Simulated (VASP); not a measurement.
# HfC in VASP: further runs

Runs on HfC. Level: PBEsol. Tasks: electric field gradients.

Everything below comes from runs of VASP 6.6.1. Logs are shortened: lines on timing, memory, paths and dates and some standing lists are left out, and cuts for length are marked.

## 1. The cell of the first run

It takes space group I4/mmm (No. 139, tetragonal). Conventional cell: a = 3.189 Å, b = 3.189 Å, c = 4.650 Å, α = 90.00°, β = 90.00°, γ = 90.00°. Within 3.0 Å of Hf (site symmetry 4/mmm) lie 6 C at 2.26 to 2.33 Å. Within 3.0 Å of C (site symmetry 4/mmm) lie 6 Hf at 2.26 to 2.33 Å.

## 2. Electric field gradients, PBEsol (equal xx and yy strain of -3 %)

Contents of INCAR:

```
PREC = Accurate
ENCUT = 520
EDIFF = 1E-8
ISMEAR = -1
SIGMA = 0.05
LREAL = F
LASPH = T
NELM = 60
ALGO = Normal
ISIF = 2
LWAVE = F
LCHARG = F
GGA = PS
LEFG = T
NBANDS = 14
```

Contents of KPOINTS:

```
Automatic mesh
0
Gamma
  15 15 15
```

Contents of POSCAR:

```
HfC
1.0
    0.0000000000      2.2552500000      2.3250000000
    2.2552500000      0.0000000000      2.3250000000
    2.2552500000      2.2552500000      0.0000000000
Hf C
1 1
Direct
    0.5000000000      0.5000000000      0.5000000000
    0.0000000000      0.0000000000      0.0000000000
```

Potentials or basis: VASP PAW PBE potentials, release 64 (Hf_pv, C).

Launch:

```bash
$ cat potpaw_PBE.64/Hf_pv/POTCAR potpaw_PBE.64/C/POTCAR > POTCAR
$ mpirun -np 1 vasp_std > vasp.out
```

OUTCAR:

```text
PREC = Accurate
   ENCUT = 520
   EDIFF = 1E-8
   ISMEAR = -1
   LREAL = F
   LASPH = T
   NELM = 60
   ISIF = 2
   GGA = PS

 ion  position               nearest neighbor table
   1  0.500  0.500  0.500-   2 2.26   2 2.26   2 2.26   2 2.26   2 2.33   2 2.33
   2  0.000  0.000  0.000-   1 2.26   1 2.26   1 2.26   1 2.26   1 2.33   1 2.33

  LATTYP: Found a body centered tetragonal cell.
 ALAT       =     3.1894051365
 C/A-ratio  =     1.4579521262

  Lattice vectors:

 A1 = (  -2.2552500000,   0.0000000000,   2.3250000000)
 A2 = (   2.2552500000,   0.0000000000,   2.3250000000)
 A3 = (   0.0000000000,   2.2552500000,  -2.3250000000)

Analysis of symmetry for initial positions (statically):
=====================================================================
 Subroutine PRICEL returns:
 Original cell was already a primitive cell.

 Routine SETGRP: Setting up the symmetry group for a
 body centered tetragonal supercell.

 Subroutine GETGRP returns: Found 16 space group operations
 (whereof 16 operations were pure point group operations)
 out of a pool of 16 trial point group operations.

The static configuration has the point symmetry D_4h.

Analysis of symmetry for dynamics (positions and initial velocities):
=====================================================================
 Subroutine PRICEL returns:
 Original cell was already a primitive cell.

 Routine SETGRP: Setting up the symmetry group for a
 body centered tetragonal supercell.

 Subroutine GETGRP returns: Found 16 space group operations
 (whereof 16 operations were pure point group operations)
 out of a pool of 16 trial point group operations.

The dynamic configuration has the point symmetry D_4h.

 Subroutine INISYM returns: Found 16 space group operations
 (whereof 16 operations are pure point group operations),
 and found     1 'primitive' translations

----------------------------------------------------------------------------------------

                                     Primitive cell

  volume of cell :      23.6506

[... 133 lines left out ...]
  energy without entropy =      -22.15151959  energy(sigma->0) =      -22.15267124

 E-fermi :   6.2585     XC(G=0): -12.7214

 val. band max:        6.2148044893   @ k =  -0.0667   0.0000   0.0667
 cond. band min:       6.2728246617   @ k =   0.4667   0.0000   0.4667
 fundamental gap:      0.0580201725
 Fermi energy:         6.2584539081

 k-point     1 :       0.0000    0.0000    0.0000
  band No.  band energies     occupation
      1     -22.9413      2.00000
      2     -22.9079      2.00000
      3     -22.9079      2.00000
      4      -6.3169      2.00000
      5       7.2213      0.00000
      6       7.4050      0.00000
      7       7.4050      0.00000
      8       7.4110      0.00000
      9       7.7627      0.00000
     10       7.7627      0.00000
     11       9.5397      0.00000
     12      10.0520      0.00000
     13      13.9505      0.00000
     14      17.4159      0.00000
[... 377 lines left out ...]
      1     -23.1739      2.00000
      2     -22.9744      2.00000
      3     -22.9737      2.00000
      4      -5.3922      2.00000
      5       3.6449      2.00000
      6       5.5916      2.00000
      7       5.9908      1.99057
      8       6.9764      0.00000
      9       9.9119      0.00000
     10      10.1567      0.00000
     11      11.1793      0.00000
     12      13.3113      0.00000
     13      15.8582      0.00000
     14      19.9642      0.00000

 [... further k-points ...]

------------------------ aborting loop because EDIFF is reached ----------------------------------------

  FORCE on cell =-STRESS in cart. coord.  units (eV):
  Direction    XX          YY          ZZ          XY          YZ          ZX
  --------------------------------------------------------------------------------------
  -------------------------------------------------------------------------------------
  Total        2.0720412      2.0720412     -0.1169600      0.0000000      0.0000000      0.0000000
  in kB      140.3675189    140.3675189     -7.9232894      0.0000000      0.0000000      0.0000000
  external PRESSURE =      90.9372494 kB  Pullay stress =       0.0000000 kB

 VOLUME and BASIS-vectors are now :
 -----------------------------------------------------------------------------
  energy-cutoff  :      520.00
  volume of cell :       23.65
      direct lattice vectors                 reciprocal lattice vectors
     0.000000000  2.255250000  2.325000000    -0.221704911  0.221704911  0.215053763
     2.255250000  0.000000000  2.325000000     0.221704911 -0.221704911  0.215053763
     2.255250000  2.255250000  0.000000000     0.221704911  0.221704911 -0.215053763

 POSITION                                       TOTAL-FORCE (eV/Angst)
 -----------------------------------------------------------------------------------
      2.25525      2.25525      2.32500         0.000000      0.000000     -0.000000
      0.00000      0.00000      0.00000         0.000000      0.000000      0.000000
 -----------------------------------------------------------------------------------
    total drift:                                0.000000     -0.000000      0.000000

  FREE ENERGIE OF THE ION-ELECTRON SYSTEM (eV)
  ---------------------------------------------------
  free  energy   TOTEN  =       -22.1538228835 eV

  energy  without entropy=      -22.1515195889  energy(sigma->0) =      -22.15267124

 Electric field gradients (V/A^2)
---------------------------------------------------------------------
 ion       V_xx      V_yy      V_zz      V_xy      V_xz      V_yz
---------------------------------------------------------------------
   1     -49.764   -49.764    99.528    -0.001    -0.000    -0.000
   2      -1.970    -1.970     3.940     0.001     0.000     0.000
---------------------------------------------------------------------

 Electric field gradients after diagonalization (V/A^2)
 (convention: |V_zz| > |V_xx| > |V_yy|)
----------------------------------------------------------------------
 ion       V_xx      V_yy      V_zz     asymmetry (V_yy - V_xx)/ V_zz
----------------------------------------------------------------------
   1     -49.765   -49.763    99.528       0.000
   2      -1.970    -1.969     3.940       0.000
----------------------------------------------------------------------

           NMR quadrupolar parameters

 Cq : quadrupolar parameter    Cq=e*Q*V_zz/h
 eta: asymmetry parameters     (V_yy - V_xx)/ V_zz
 Q  : nuclear electric quadrupole moment in mb (millibarn)
----------------------------------------------------------------------
 ion       Cq(MHz)       eta       Q (mb)
----------------------------------------------------------------------
   1       0.241       0.000       1.000
   2       0.010       0.000       1.000
----------------------------------------------------------------------
```

stdout:

```text
POSCAR found type information on POSCAR HfC
 POSCAR found :  2 types and       2 ions
 scaLAPACK will be used
 -----------------------------------------------------------------------------
|                                                                             |
|                                                                             |
|     You enforced a specific xc type in the INCAR file but a different       |
|     I HOPE YOU KNOW WHAT YOU ARE DOING!                                     |
|                                                                             |
 -----------------------------------------------------------------------------

 LDA part: xc-table for (Slater+PW92), standard interpolation
 POSCAR, INCAR and KPOINTS ok, starting setup
 FFT: planning ... GRIDC
 FFT: planning ... GRID_SOFT
 FFT: planning ... GRID
 WAVECAR not read
 entering main loop
ion   1

ion   2
```

Run time: 49 s. Hardware: 1 thread of Intel Xeon Platinum 8259CL at 2.50GHz (Skylake/Cascade Lake), shared host; peak memory 0.22 GiB.

What came out:

| Property | Result |
| --- | --- |
| Free energy | -22.1538 eV |
| Pressure | 9.1 GPa |
| Band gap on the k mesh | zero (bands 7 and 8 overlap by 1.58 eV) |
| Largest electric field gradient by atom | Hf +99.5; C +3.9 V/Å² |

Electric field gradients, principal values (V/Å²):
```csv
atom,least,middle,greatest (by size)
1 Hf,-49.763,-49.765,99.528
2 C,-1.969,-1.970,3.940
```

Caveat: the cell differs from its parent crystal (equal xx and yy strain of -3 %); the cell stands under pressure; without QUAD_EFG the Cq values of the log hold for a quadrupole moment of 1 mb, not for the nuclei; the PAW data sets were made with another functional, which shifts forces and pressure a little; spin-orbit coupling is left out, which moves the levels of the heavy elements.

## 3. Electric field gradients, PBEsol (11.81 Å³/atom)

Contents of INCAR:

```
PREC     = Accurate       # precision mode
ENCUT    = 520            # plane-wave cutoff, eV
EDIFF    = 1E-8           # SCF threshold, eV
ISMEAR   = -1             # smearing method
SIGMA    = 0.05           # smearing width, eV
LREAL    = False          # projectors in reciprocal space
LASPH    = True           # aspherical terms in the spheres
NELM     = 120            # most SCF steps
ALGO     = Normal         # electronic algorithm
ISIF     = 2              # what is computed and relaxed
LWAVE    = False          # write WAVECAR
LCHARG   = False          # write CHGCAR
GGA      = PS             # functional
LEFG     = True         
NBANDS   = 14             # bands
GGA_COMPAT= False
```

Contents of KPOINTS:

```
regular mesh
0
Gamma
  15 15 15
```

Contents of POSCAR:

```
HfC
1.0
    0.0000000000      2.2775377028      2.2775377028
    2.2775377028      0.0000000000      2.2775377028
    2.2775377028      2.2775377028      0.0000000000
Hf C
1 1
Direct
    0.5000000000      0.5000000000      0.5000000000
    0.0000000000      0.0000000000      0.0000000000
```

Potentials or basis: VASP PAW PBE potentials, release 64 (Hf_pv, C).

Launch:

```bash
$ cat potpaw_PBE.64/Hf_pv/POTCAR potpaw_PBE.64/C/POTCAR > POTCAR
$ mpirun -np 1 vasp_std > vasp.out
```

OUTCAR:

```text
PREC = Accurate
   ENCUT = 520
   EDIFF = 1E-8
   ISMEAR = -1
   LREAL = False
   LASPH = True
   NELM = 120
   ISIF = 2
   GGA = PS

 ion  position               nearest neighbor table
   1  0.500  0.500  0.500-   2 2.28   2 2.28   2 2.28   2 2.28   2 2.28   2 2.28
   2  0.000  0.000  0.000-   1 2.28   1 2.28   1 2.28   1 2.28   1 2.28   1 2.28

  LATTYP: Found a face centered cubic cell.
 ALAT       =     4.5550754056

  Lattice vectors:

 A1 = (   0.0000000000,   2.2775377028,   2.2775377028)
 A2 = (   2.2775377028,   0.0000000000,   2.2775377028)
 A3 = (   2.2775377028,   2.2775377028,   0.0000000000)

Analysis of symmetry for initial positions (statically):
[... 617 lines left out ...]
  free  energy   TOTEN  =       -22.1748827280 eV

  energy  without entropy=      -22.1720364337  energy(sigma->0) =      -22.17345958

 Electric field gradients (V/A^2)
---------------------------------------------------------------------
 ion       V_xx      V_yy      V_zz      V_xy      V_xz      V_yz
---------------------------------------------------------------------
   1      -0.000    -0.000     0.000    -0.000    -0.000    -0.000
   2      -0.000     0.000    -0.000     0.000     0.000     0.000
---------------------------------------------------------------------

 Electric field gradients after diagonalization (V/A^2)
 (convention: |V_zz| > |V_xx| > |V_yy|)
----------------------------------------------------------------------
 ion       V_xx      V_yy      V_zz     asymmetry (V_yy - V_xx)/ V_zz
----------------------------------------------------------------------
   1       0.000     0.000    -0.001       0.000
   2      -0.000    -0.000     0.001       0.000
----------------------------------------------------------------------

           NMR quadrupolar parameters

 Cq : quadrupolar parameter    Cq=e*Q*V_zz/h
 eta: asymmetry parameters     (V_yy - V_xx)/ V_zz
 Q  : nuclear electric quadrupole moment in mb (millibarn)
----------------------------------------------------------------------
 ion       Cq(MHz)       eta       Q (mb)
----------------------------------------------------------------------
   1      -0.000       0.000       1.000
   2       0.000       0.000       1.000
----------------------------------------------------------------------
```

It took 53 s on 1 thread of Intel Xeon 8259CL, shared host; peak memory 0.17 GiB.

What came out:

```
Free energy                             : -22.1749 eV
Pressure                                : 8.9 GPa
Band gap on the k mesh                  : zero (bands 7 and 8 overlap by 1.48 eV)
Largest electric field gradient by atom : zero within the noise of the run
```

Caveat: the cell stands under pressure; the PAW data sets were made with another functional, which shifts forces and pressure a little; spin-orbit coupling is left out, which moves the levels of the heavy elements.
